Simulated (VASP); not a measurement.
PbO2: single point with PBE

The system is PbO2, a slab with vacuum.

```xyz
24
Lattice="5.0826 0.0000 0.0000 0.0000 6.1386 0.0000 0.0000 0.0000 25.3061" Properties=species:S:1:pos:R:3 pbc="T T T"
O     0.8569    5.9385    7.4441
O     1.6844    2.8692    7.4441
O     3.4322    5.5035    9.1350
O     4.1917    2.4342    9.1350
O     0.9447    4.0983   10.4497
O     1.5966    1.0290   10.4497
O     3.4446    3.5184   12.0708
O     4.1793    0.4491   12.0708
O     0.9033    2.1766   13.2353
O     1.6380    5.2459   13.2353
O     3.4860    1.5966   14.8564
O     4.1379    4.6659   14.8564
O     0.8909    0.1914   16.1711
O     1.6504    3.2607   16.1711
O     3.3982    5.8951   17.8621
O     4.2257    2.8258   17.8621
Pb    0.2179    4.2054    8.4144
Pb    2.3234    1.1361    8.4144
Pb   -0.0494    2.2778   11.2201
Pb    2.5907    5.3471   11.2201
Pb    0.0494    0.3479   14.0861
Pb    2.4919    3.4172   14.0861
Pb   -0.2179    4.5588   16.8918
Pb    2.7593    1.4895   16.8918
```

```json
{
 "Program": "VASP 6.6.1",
 "Task": "single point",
 "Functional": "PBE",
 "Potentials or basis": "VASP PAW PBE potentials, release 64 (O, Pb_d)",
 "Cutoff": "520 eV",
 "k mesh": "7 × 6 × 1",
 "Occupations": "gaussian, width 0.1 eV",
 "Spin": "no spin polarisation",
 "Dipole correction": "yes",
 "Further INCAR settings": "LREAL = Auto; ALGO = Normal; EDIFF = 1e-07; NBANDS = 122"
}
```

| Item | Value |
| --- | --- |
| Largest force | 0.040 eV/Å |
| Band gap on the k mesh | 0.09 eV (least direct gap 0.17 eV) |

Forces in eV/Å, atoms in the order of the input:
```
O   -0.002  0.023 -0.033
O    0.002  0.023 -0.033
O    0.019 -0.017 -0.015
O   -0.019 -0.017 -0.015
O    0.004  0.003  0.007
O   -0.004  0.003  0.007
O    0.004 -0.006  0.000
O   -0.004 -0.006  0.000
O    0.004  0.006  0.000
O   -0.004  0.006  0.000
O    0.004 -0.003 -0.007
O   -0.004 -0.003 -0.007
O    0.019  0.017  0.015
O   -0.019  0.017  0.015
O   -0.002 -0.023  0.033
O    0.002 -0.023  0.033
Pb  -0.031 -0.001 -0.009
Pb   0.031 -0.001 -0.009
Pb   0.005  0.004  0.003
Pb  -0.005  0.004  0.003
Pb  -0.005 -0.004 -0.003
Pb   0.005 -0.004 -0.003
Pb   0.031  0.001  0.009
Pb  -0.031  0.001  0.009
```

Levels at points of the mesh, in eV from the valence-band top:
| k point | band 100 | band 101 | band 102 | band 103 | band 104 | band 105 | band 106 | band 107 | band 108 | band 109 |
| --- | --- | --- | --- | --- | --- | --- | --- | --- | --- | --- |
| (0.00, 0.00, 0.00) | -0.23 | -0.22 | -0.21 | -0.10 | -0.08 | 0.09 | 0.57 | 1.59 | 2.88 | 3.41 |
| (0.00, 0.50, 0.00) | -0.37 | -0.11 | -0.11 | -0.09 | -0.09 | 1.61 | 1.61 | 1.91 | 1.91 | 2.53 |

Wall time 17 min on 4 MPI ranks on Intel(R) Xeon(R) Platinum 8259CL CPU @ 2.50GHz (Skylake/Cascade Lake), with other jobs on the host, peak memory 1.3 GiB a rank.

Caveat: the smearing spreads over this small gap; spin-orbit coupling is left out, which moves the levels of the heavy elements.
